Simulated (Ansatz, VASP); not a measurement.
Given: the input of a run of VASP 6.6.1 on MgO.

INCAR

```
SYSTEM = MgO
PREC = Accurate
ENCUT = 520
EDIFF = 1E-6
ISMEAR = -1
SIGMA = 0.03
LREAL = .FALSE.
LASPH = .TRUE.
NELM = 60
ALGO = Normal
ISIF = 2
LWAVE = .FALSE.
LCHARG = .TRUE.
GGA = PE
LELF = .TRUE.
LVHAR = .TRUE.
NBANDS = 11
```

Contents of KPOINTS:

```
Automatic mesh
0
G
  7 7 7
  0 0 0
```

File POSCAR:

```
MgO
1.0
    0.0000000000      2.0970013927      2.0970013927
    2.0970013927      0.0000000000      2.0970013927
    2.0970013927      2.0970013927      0.0000000000
Mg O
1 1
Direct
    0.0000000000      0.0000000000      0.0000000000
    0.5000000000      0.5000000000      0.5000000000
```

Potentials or basis: VASP PAW PBE potentials, release 64 (Mg, O).

Command:

```bash
$ cat potpaw_PBE.64/Mg/POTCAR potpaw_PBE.64/O/POTCAR > POTCAR
$ mpirun -np 1 vasp_std > vasp.out
```

Question: Translate it to Ansatz 0.2.0. Potentials there: all-electron LAPW, scalar-relativistic.

Answer: As run (the cutoff follows the program's own potentials):

The input input.yaml:

```yaml
crystal:
  lattice:
    - [0.0, 2.0970013927, 2.0970013927]
    - [2.0970013927, 0.0, 2.0970013927]
    - [2.0970013927, 2.0970013927, 0.0]
  atoms:
    - { symbol: Mg, position: [0.0, 0.0, 0.0] }
    - { symbol: O, position: [0.5, 0.5, 0.5] }
kpoints:
  mp_grid: { grid: [7, 7, 7] }
scf:
  occupations: { method: fermi_dirac, width: 0.03 }
hamiltonian:
  xc: pbe
  pseudopotentials: { kind: all_electron, lapw: { basis_error: 0.003 } }
output:
  forces: true
  stress: true
  eigenvalues: true
```

Potentials or basis: all-electron LAPW, scalar-relativistic.

Command:

```sh
$ ansatz run input.yaml --threads 1 --pin off --max-ram 3072MiB --backend cpu --events-out ev --progress --plain --runs-dir out
```

Both were run:

|  | VASP | Ansatz | Ansatz less VASP |
| --- | --- | --- | --- |
| gap on the k mesh at the Fermi level (eV) | 4.85 | 4.86 | +0.011 |
| least direct gap on the mesh (eV) | 4.85 | 4.86 | +0.011 |
| pressure (GPa) | 6.2 | 7.0 | +0.80 |

Ansatz ran all-electron here, and VASP with PAW potentials.
